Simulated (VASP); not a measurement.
Crystal: Ti3Al.

```
Ti Al
1.0
     2.92754    0.00000    0.00000
    -1.46377    2.53533    0.00000
     0.00000    0.00000    9.22636
Ti Al
3 1
Direct
  0.66667 0.33333 0.00000
  0.33333 0.66667 0.75059
  0.33333 0.66667 0.24941
  0.66667 0.33333 0.50000
```

Base run:

```yaml
Program: VASP 6.6.1
Functional: LDA
Potentials_or_basis: VASP PAW LDA potentials, release 64 (Ti_sv, Al)
Cutoff: 520 eV
k_mesh: 8 × 8 × 3
Occupations: fermi-dirac, width 0.05 eV
Spin: no spin polarisation
```

Its results: pressure -7.2 GPa; largest force 0.138 eV/Å.

Task: The run is repeated on the same cell with these changes: functional from LDA to r2SCAN; potentials or basis from VASP PAW LDA potentials, release 64 (Ti_sv, Al) to VASP PAW PBE potentials, release 64 (Ti_sv, Al). What comes out?

Result: Pressure -0.5 GPa; largest force 0.036 eV/Å.

Caveats: the PAW data sets were made with another functional, which shifts forces and pressure a little (some runs).
